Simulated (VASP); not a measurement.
Rh, 1 atom in the cell. It takes space group P6/mmm (No. 191, hexagonal). Conventional cell: a = 2.498 Å, b = 2.498 Å, c = 2.387 Å, α = 90.00°, β = 90.00°, γ = 120.00°. Rh (site symmetry 6/mmm) has 8 Rh at 2.39 to 2.50 Å within 3.2 Å.  This cell differs from its parent crystal: volume scaled by 0.84.

| Quantity | Value |
| --- | --- |
| Program | VASP 6.6.1 |
| Task | single point |
| Functional | PBE |
| Potentials or basis | VASP PAW PBE potentials, release 64 (Rh_pv) |
| Cutoff | 520 eV |
| k mesh | 17 × 17 × 15 |
| Occupations | fermi-dirac, width 0.1 eV |
| Spin | no spin polarisation |
| Dipole correction | no |
| Further INCAR settings | ALGO = Normal; EDIFF = 1e-06; NBANDS = 14 |

Potentials or basis: VASP PAW PBE potentials, release 64 (Rh_pv).

The run is started by

```bash
$ cat potpaw_PBE.64/Rh_pv/POTCAR > POTCAR
$ mpirun -np 1 vasp_std > vasp.out
```

Hardware: 1 thread of Intel(R) Xeon(R) 6975P-C (Granite Rapids), on a shared host.

**Question.** Estimate the wall time of this run.

**Answer.** It took 13 s on 1 thread of Intel(R) Xeon(R) 6975P-C (Granite Rapids), on a shared host, peak memory 0.15 GiB. Counts: scf iterations 11, k points 264.
